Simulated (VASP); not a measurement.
Set up this calculation in VASP 6.6.1, as the native input.

```yaml
Task: single point
Functional: LDA
Potentials_or_basis: VASP PAW LDA potentials, release 64 (Si, W_sv)
Cutoff: 500 eV
k_mesh: 9 × 9 × 6
Occupations: gaussian, width 0.1 eV
Spin: no spin polarisation
Dipole_correction: no
Further_INCAR_settings: ALGO = Normal; EDIFF = 1e-06; NBANDS = 43
```

The structure of Si2W (x) lies in POSCAR:

```
Si2W
1.0
    4.6168523820      0.0000000000      0.0000000000
   -2.3084261910      3.9983114483      0.0000000000
    0.0000000000      0.0000000000      6.6532220000
Si W
6 3
Direct
    0.8359129901      0.6718259802      0.5000000000
    0.1640870099      0.8359129901      0.8333333333
    0.6718259802      0.8359129901      0.1666666667
    0.1640870099      0.3281740198      0.5000000000
    0.8359129901      0.1640870099      0.8333333333
    0.3281740198      0.1640870099      0.1666666667
    0.0000000000      0.5000000000      0.1666666667
    0.5000000000      0.5000000000      0.8333333333
    0.5000000000      0.0000000000      0.5000000000
```

The input as run:

INCAR

```
SYSTEM = Si2W
ALGO = Normal ; EDIFF = 1E-6
ENCUT = 500 ; GGA = CA
GGA_COMPAT = .False. ; ISIF = 2
ISMEAR = 0 ; LASPH = .True.
LCHARG = .True. ; LELF = .True.
LREAL = .False. ; LVHAR = .True.
LWAVE = .False. ; NBANDS = 43
NELM = 120 ; PREC = Accurate
SIGMA = 0.1
```

KPOINTS

```
k-points
0
Gamma
  9 9 6
  0 0 0
```

Potentials or basis: VASP PAW LDA potentials, release 64 (Si, W_sv).

The run is started by

```sh
$ cat potpaw_LDA.64/Si/POTCAR potpaw_LDA.64/W_sv/POTCAR > POTCAR
$ mpirun -np 1 vasp_std > vasp.out
```

It gave:

```yaml
Pressure: -8.5 GPa
Largest_force: 0.007 eV/Å
Band_gap_on_the_k_mesh: 0.12 eV, indirect (least direct gap 0.62 eV)
```

Caveat: spin-orbit coupling is left out, which moves the levels of the heavy elements.

Wall time 8 min on 1 thread of Intel Xeon 8259CL (shared host), peak memory 0.31 GiB.
